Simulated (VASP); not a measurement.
# S (R-3m) in VASP: notebook, part 2 of 2

VASP 6.6.1. Earlier steps stand in the parts before.

### Step 4. Single point, PBE

This run uses another cell than the first one, of 7.97 Å³/atom, 0.995 times its volume.

INCAR reads:

```
ALGO     = Normal         # electronic algorithm
EDIFF    = 1E-6           # SCF threshold, eV
ENCUT    = 520            # plane-wave cutoff, eV
GGA      = PE             # functional
ISIF     = 2              # what is computed and relaxed
ISMEAR   = -1             # smearing method
LASPH    = True           # aspherical terms in the spheres
LCHARG   = False          # write CHGCAR
LREAL    = False          # projectors in reciprocal space
LWAVE    = False          # write WAVECAR
NBANDS   = 9              # bands
NELM     = 100            # most SCF steps
PREC     = Accurate       # precision mode
SIGMA    = 0.1            # smearing width, eV
```

KPOINTS reads:

```
k-points
0
Gamma
  10 10 10
```

POSCAR reads:

```
S
1.0
    1.6357646026      0.9444107149      0.8598920507
   -1.6357646026      0.9444107149      0.8598920507
    0.0000000000     -1.8888214299      0.8598920507
S
1
Direct
    0.0000000000      0.0000000000      0.0000000000
```

Potentials or basis: VASP PAW PBE potentials, release 64 (S).

The run is started by

```sh
$ cat potpaw_PBE.64/S/POTCAR > POTCAR
$ mpirun -np 1 vasp_std > vasp.out
```

OUTCAR:

```text
EDIFF = 1E-6
   ENCUT = 520
   GGA = PE
   ISIF = 2
   ISMEAR = -1
   LASPH = True
   LREAL = False
   NELM = 100
   PREC = Accurate

 ion  position               nearest neighbor table
   1  0.000  0.000  0.000-

  LATTYP: Found a trigonal (rhomboedric) cell.
 ALAT       =     2.0753437721
 COS(alpha) =    -0.2424860329

  Lattice vectors:

 A1 = (   1.6357646026,   0.9444107149,   0.8598920507)
 A2 = (  -1.6357646026,   0.9444107149,   0.8598920507)
 A3 = (   0.0000000000,  -1.8888214299,   0.8598920507)

Analysis of symmetry for initial positions (statically):
=====================================================================
 Subroutine PRICEL returns:
 Original cell was already a primitive cell.

 Routine SETGRP: Setting up the symmetry group for a
 trigonal (rhombohedral) supercell.

 Subroutine GETGRP returns: Found 12 space group operations
 (whereof 12 operations were pure point group operations)
 out of a pool of 12 trial point group operations.

The static configuration has the point symmetry D_3d.

Analysis of symmetry for dynamics (positions and initial velocities):
=====================================================================
 Subroutine PRICEL returns:
 Original cell was already a primitive cell.

 Routine SETGRP: Setting up the symmetry group for a
 trigonal (rhombohedral) supercell.

 Subroutine GETGRP returns: Found 12 space group operations
 (whereof 12 operations were pure point group operations)
 out of a pool of 12 trial point group operations.

The dynamic configuration has the point symmetry D_3d.

 Subroutine INISYM returns: Found 12 space group operations
 (whereof 12 operations are pure point group operations),
 and found     1 'primitive' translations

----------------------------------------------------------------------------------------

                                     Primitive cell

  volume of cell :       7.9703

  direct lattice vectors                    reciprocal lattice vectors
     1.635764603  0.944410715  0.859892051     0.305667453  0.176476891  0.387645557
    -1.635764603  0.944410715  0.859892051    -0.305667453  0.176476891  0.387645557
     0.000000000 -1.888821430  0.859892051     0.000000000 -0.352953782  0.387645557

  length of vectors
     2.075343772  2.075343772  2.075345931     0.524257344  0.524257344  0.524257046

  position of ions in fractional coordinates (direct lattice)
     0.000000000  0.000000000  0.000000000

  ion indices of the primitive-cell ions
   primitive index   ion index
                 1           1

----------------------------------------------------------------------------------------

 KPOINTS: k-points

Automatic generation of k-mesh.
 Grid dimensions read from file:
 generate k-points for:   10   10   10

 Generating k-lattice:

  Cartesian coordinates                     Fractional coordinates (reciprocal lattice)
     0.030566745  0.017647689  0.038764556     0.100000000 -0.000000000  0.000000000
    -0.030566745  0.017647689  0.038764556    -0.000000000  0.100000000  0.000000000
     0.000000000 -0.035295378  0.038764556     0.000000000  0.000000000  0.100000000

  Length of vectors
     0.052425734  0.052425734  0.052425705

  Shift w.r.t. Gamma in fractional coordinates (k-lattice)
     0.000000000  0.000000000  0.000000000

 Subroutine IBZKPT returns following result:
 ===========================================

 Found    116 irreducible k-points:

 Following reciprocal coordinates:
            Coordinates               Weight
  0.000000  0.000000  0.000000      1.000000
  0.100000 -0.000000  0.000000      6.000000
  0.200000 -0.000000  0.000000      6.000000
  0.300000 -0.000000  0.000000      6.000000
  0.400000  0.000000  0.000000      6.000000
  0.500000  0.000000  0.000000      3.000000
[... 16 lines left out ...]
  0.300000  0.300000  0.000000      6.000000
  0.400000  0.300000  0.000000     12.000000
 [... further k-points ...]
   k-points           NKPTS =    116   k-points in BZ     NKDIM =    116   number of bands    NBANDS=      9
   number of dos      NEDOS =    301   number of ions     NIONS =      1
   total plane-waves  NPLWV =   4096
   dimension x,y,z NGX =    16 NGY =   16 NGZ =   16
   dimension x,y,z NGXF=    32 NGYF=   32 NGZF=   32
   ions per type =               1
   NGX,Y,Z   is equivalent  to a cutoff of  12.82, 12.82, 12.82 a.u.
   NGXF,Y,Z  is equivalent  to a cutoff of  25.63, 25.63, 25.63 a.u.
 SYSTEM =  unknown system
   PREC   = accura    normal or accurate (medium, high low for compatibility)
   ISTART =      0    job   : 0-new  1-cont  2-samecut
   ICHARG =      2    charge: 1-file 2-atom 10-const
   ISPIN  =      1    spin polarized calculation?
   LNONCOLLINEAR =      F non collinear calculations
   LSORBIT =      F    spin-orbit coupling
   LASPH  =      T    aspherical Exc in radial PAW
   ENCUT  =  520.0 eV  38.22 Ry    6.18 a.u.   3.86  3.86  3.86*2*pi/ulx,y,z
   NELM   =    100;   NELMIN=  2; NELMDL= -5     # of ELM steps
   EDIFF  = 0.1E-05   stopping-criterion for ELM
   LREAL  =      F    real-space projection
   EDIFFG = 0.1E-04   stopping-criterion for IOM
   NSW    =      0    number of steps for IOM
   IBRION =     -1    ionic relax: 0-MD 1-quasi-New 2-CG
   NFREE  =      0    steps in history (QN), initial steepest desc. (CG)
   ISIF   =      2    stress and relaxation
   ISYM   =      2    0-nonsym 1-usesym 2-fastsym
   POTIM  = 0.5000    time-step for ionic-motion
   TEBEG  =    0.0;   TEEND  =   0.0 temperature during run
   PSTRESS=    0.0 pullay stress
   NELECT =       6.0000    total number of electrons
   NUPDOWN=      -1.0000    fix difference up-down
   EMIN   =  10.00;   EMAX   =-10.00  energy-range for DOS
   EFERMI =   0.00;   METHOD = LEGACY
   ISMEAR =    -1;   SIGMA  =   0.10  broadening in eV -4-tet -1-fermi 0-gaus
   EFERMI_NEDOS =   21; number of points for ismear=-14 and -15
   IALGO  =     38    algorithm
   IMIX   =      4    mixing-type and parameters
     AMIX     =   0.40;   BMIX     =  1.00
     AMIX_MAG =   1.60;   BMIX_MAG =  1.00
  volume/ion in A,a.u.               =       7.97        53.79
  Fermi-wavevector in a.u.,A,eV,Ry     =   1.489245  2.814266 30.175709  2.217852
  Thomas-Fermi vector in A             =   2.602178
   LORBIT       =      0    0 simple, 1 ext, 2 COOP (PROOUT), +10 PAW based schemes
   GGA     = PE    functional components
   LHFCALC =     F    Hartree Fock is set to
   AEXX    =    0.0000 exact exchange contribution
   IVDW    =     0    specifies the selected vdW correction
   LEPSILON=     F    determine dielectric tensor
   LRPA    =     F    only Hartree local field effects (RPA)
 non-spin polarized calculation
  energy-cutoff  :      520.00
  volume of cell :        7.97
 maximum number of plane-waves:       222
   NGX =  7   NGY =  7   NGZ =  7

 number of electron       5.9999997 magnetization

 Free energy of the ion-electron system (eV)
  ---------------------------------------------------
  ext. energy  EPLUGINS =         0.00000000
  ---------------------------------------------------
  free energy    TOTEN  =        -0.11070820 eV

  energy without entropy =       -0.09786112  energy(sigma->0) =       -0.10428466

 E-fermi :  21.2903     XC(G=0): -14.5749

 val. band max:       21.1886652527   @ k =   0.4000   0.1000   0.0000
 cond. band min:      21.3007895366   @ k =  -0.4000   0.5000   0.3000
 fundamental gap:      0.1121242838
 Fermi energy:        21.2902528966

 k-point     1 :       0.0000    0.0000    0.0000
  band No.  band energies     occupation
      1      -5.8813      2.00000
      2      26.1282      0.00000
      3      29.2047      0.00000
      4      29.2047      0.00000
      5      29.5635      0.00000
      6      29.5636      0.00000
      7      37.4846      0.00000
      8      43.7895      0.00000
      9      43.7895      0.00000

 k-point     2 :       0.1000   -0.0000    0.0000
  band No.  band energies     occupation
      1      -5.4979      2.00000
      2      23.0508      0.00000
      3      26.7073      0.00000
      4      27.9352      0.00000
      5      30.9433      0.00000
      6      34.4148      0.00000
      7      37.7211      0.00000
      8      42.1350      0.00000
      9      42.7742      0.00000
[... 253 lines left out ...]
 k-point    24 :       0.4000    0.3000    0.0000
  band No.  band energies     occupation
      1       5.5053      2.00000
      2       7.4757      2.00000
      3      12.1373      2.00000
      4      25.9852      0.00000
      5      33.5553      0.00000
      6      37.2495      0.00000
      7      39.8953      0.00000
      8      44.9857      0.00000
      9      50.8301      0.00000

 [... further k-points ...]
[... 5 lines left out ...]
  --------------------------------------------------------------------------------------
  -------------------------------------------------------------------------------------
  Total       11.1117624     11.1117996     10.6484301      0.0000000     -0.0000000     -0.0000000
  in kB     2233.6577632   2233.6652432   2140.5199011      0.0000000     -0.0000001     -0.0000000
  external PRESSURE =    2202.6143025 kB  Pullay stress =       0.0000000 kB

 VOLUME and BASIS-vectors are now :
 -----------------------------------------------------------------------------
  energy-cutoff  :      520.00
  volume of cell :        7.97
      direct lattice vectors                 reciprocal lattice vectors
     1.635764603  0.944410715  0.859892051     0.305667453  0.176476891  0.387645557
    -1.635764603  0.944410715  0.859892051    -0.305667453  0.176476891  0.387645557
     0.000000000 -1.888821430  0.859892051     0.000000000 -0.352953782  0.387645557

 POSITION                                       TOTAL-FORCE (eV/Angst)
 -----------------------------------------------------------------------------------
      0.00000      0.00000      0.00000         0.000000      0.000000     -0.000000
 -----------------------------------------------------------------------------------
    total drift:                                0.000000      0.000000     -0.000000

  FREE ENERGIE OF THE ION-ELECTRON SYSTEM (eV)
  ---------------------------------------------------
  free  energy   TOTEN  =        -0.1107082037 eV

  energy  without entropy=       -0.0978611218  energy(sigma->0) =       -0.10428466
```

It took 6.3 s on 1 thread of Intel Xeon 6975P-C, shared host; peak memory 0.11 GiB.

What came out:

| Item | Value |
| --- | --- |
| Free energy | -0.1107 eV |
| Pressure | 220.3 GPa |
| Band gap on the k mesh | zero (band 3 reaches 29.20 eV, above the bottom of band 4 at 14.08 eV) |

Stress tensor (GPa, compression positive):
```
223.37   0.00   0.00
  0.00 223.37   0.00
  0.00   0.00 214.05
```

### Step 5. The runs side by side

```tsv
cell	gap on the mesh (eV)	pressure (GPa)
a = 2.079 Å, angles 104.0°, 1 atom	none	216.9
a = 2.082 Å, angles 104.0°, 1 atom	none	213.5
a = 2.075 Å, angles 104.0°, 1 atom	none	220.3
```

Alike in all rows: task single point; level PBE; potentials or basis VASP PAW PBE potentials, release 64 (S); no spin polarisation; k mesh 10 × 10 × 10; cutoff (eV) 520; smearing fermi-dirac 0.1 eV.

Absolute energies hang on the potentials; compare differences alone.
